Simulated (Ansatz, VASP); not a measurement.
**Li3SF in VASP and in Ansatz**

```
F S Li
1.0
     4.38962    0.00000    0.00000
     0.00000    4.38962    0.00000
     0.00000    0.00000    4.38962
F S Li
1 1 3
Direct
  0.00000 0.00000 0.00000
  0.50000 0.50000 0.50000
  0.50000 0.50000 0.00000
  0.50000 0.00000 0.50000
  0.00000 0.50000 0.50000
```

Alike in both runs: task single point; functional r2SCAN; k mesh 6 × 6 × 6; no spin polarisation.

```csv
,VASP,Ansatz
version,VASP 6.6.1,Ansatz 0.2.0
potentials or method,"VASP PAW PBE potentials, release 64 (F, S, Li_sv)","plane waves, PAW"
plane-wave cutoff (eV),520,500
occupations,"gaussian, width 0.01 eV",fixed
valence electrons in the cell,22,22
```

Ansatz gave:

* gap on the k mesh at the Fermi level (eV): 4.79

**Question.** What did VASP give for the same quantities?

**Answer.** gap on the k mesh at the Fermi level (eV): 4.76.

VASP's potentials were made for PBE, not for r2SCAN.

Noted on VASP's run: the cutoff is short for stress, so the pressure is rough.
